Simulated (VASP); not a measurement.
Runs of VASP 6.6.1 on Ga2O. The structure is that of space group P-3m1 (No. 164), or close to it. The cells are those of the table. 

| task | cell | k mesh | cutoff (eV) | smearing | gap on the mesh (eV) | pressure (GPa) | largest force (eV/Å) |
| --- | --- | --- | --- | --- | --- | --- | --- |
| single point | a = 3.034, b = 3.034, c = 11.544 Å, angles 90.0, 90.0, 120.0°, 6 atoms | 12 × 12 × 4 | 520 | fermi-dirac 0.15 eV | none | (b) | 0.03 |
| single point | a = 2.931, b = 2.931, c = 10.944 Å, angles 90.0, 90.0, 120.0°, 6 atoms | 12 × 12 × 4 | 520 | fermi-dirac 0.15 eV | none | 8.3 | 0.04 |
| single point | a = 3.026, b = 3.026, c = 11.371 Å, angles 90.0, 90.0, 120.0°, 6 atoms | 12 × 12 × 4 | 520 | fermi-dirac 0.15 eV | none | (a) | 0.03 |
| single point | a = 2.782, b = 2.782, c = 10.582 Å, angles 90.0, 90.0, 120.0°, 6 atoms | 12 × 12 × 4 | 520 | fermi-dirac 0.15 eV | none | 25.4 | 0.05 |
| relaxation of cell and atoms | relaxed from a = 3.627, b = 3.627, c = 8.884 Å, angles 90.0, 90.0, 120.0°, 6 atoms | 6 × 6 × 2 | 600 | gaussian 0.1 eV | none | 0.0 | 0.05 |
| single point | a = 3.044, b = 3.044, c = 11.216 Å, angles 90.0, 90.0, 120.0°, 6 atoms | 6 × 6 × 2 | 520 | gaussian 0.1 eV | none | 0.3 | 0.05 |

Alike in all rows: level PBEsol; potentials or basis VASP PAW PBE potentials, release 64 (Ga_d, O); no spin polarisation.

Task: Fill in the values left out.

Result: (a) 0.9; (b) 0.2.

Caveats: some runs use coarse meshes; the PAW data sets were made with another functional, which shifts forces and pressure a little; the relaxation stopped at a loose force limit of 0.05 eV/Å, so its end isn't a converged minimum (some runs).

A k mesh can miss the band edges, and the runs leave out spin-orbit coupling on Ga.

A gap of «none» marks levels without a gap at the run's occupations.
